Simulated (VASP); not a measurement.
Mg, 1 atom in the cell. Symmetry: I4/mmm, No. 139, tetragonal system. Conventional cell: a = 3.672 Å, b = 3.672 Å, c = 3.359 Å, α = 90.00°, β = 90.00°, γ = 90.00°. Mg (site symmetry 4/mmm) has 14 Mg at 3.09 to 3.67 Å within 4.1 Å. 

| Property | Result |
| --- | --- |
| Program | VASP 6.6.1 |
| Task | single point |
| Functional | PBE |
| Potentials or basis | VASP PAW PBE potentials, release 64 (Mg) |
| Cutoff | 600 eV |
| k mesh | 4 × 4 × 4 |
| Occupations | gaussian, width 0.062 eV |
| Spin | no spin polarisation |
| Dipole correction | no |
| Further INCAR settings | ALGO = Normal; EDIFF = 1e-06; NBANDS = 7 |

Potentials or basis: VASP PAW PBE potentials, release 64 (Mg).

The run is started by

```bash
$ cat potpaw_PBE.64/Mg/POTCAR > POTCAR
$ mpirun -np 1 vasp_std > vasp.out
```

Hardware: 1 thread of Intel(R) Xeon(R) Platinum 8375C CPU @ 2.90GHz (Ice Lake), with other jobs on the host.

Problem. How long does it take, and how much memory?

Solution. Run time: 5 s on 1 thread of Intel(R) Xeon(R) Platinum 8375C CPU @ 2.90GHz (Ice Lake), with other jobs on the host, peak memory 0.15 GiB. Counts: scf iterations 9, k points 13.
